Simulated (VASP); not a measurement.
A run of VASP 6.6.1 is set up as follows.

The input INCAR:

```
ALGO = Normal
EDIFF = 1E-7
ENCUT = 520
GGA = CA
ISIF = 2
ISMEAR = -1
LASPH = T
LCHARG = F
LREAL = F
LWAVE = F
NBANDS = 22
NELM = 100
PREC = Accurate
SIGMA = 0.05
```

KPOINTS

```
k-points
0
Gamma
  6 6 6
```

The input POSCAR:

```
InSb3
1.0
    0.0000000000      3.7945550000      3.7945550000
    3.7945550000      0.0000000000      3.7945550000
    3.7945550000      3.7945550000      0.0000000000
Sb In
3 1
Direct
    0.5000000000      0.5000000000      0.5000000000
    0.7500000000      0.7500000000      0.7500000000
    0.2500000000      0.2500000000      0.2500000000
    0.0000000000      0.0000000000      0.0000000000
```

Potentials or basis: VASP PAW LDA potentials, release 64 (Sb, In_d).

Run with:

```bash
$ cat potpaw_LDA.64/Sb/POTCAR potpaw_LDA.64/In_d/POTCAR > POTCAR
$ mpirun -np 1 vasp_std > vasp.out
```

Q: What does it give for the band gap on the k mesh?

A: Zero (bands 14 and 15 overlap by 3.41 eV).

Q: Predict the pressure.

A: -4.2 GPa.

Caveat: the cell stands under tension; spin-orbit coupling is left out, which moves the levels of the heavy elements.
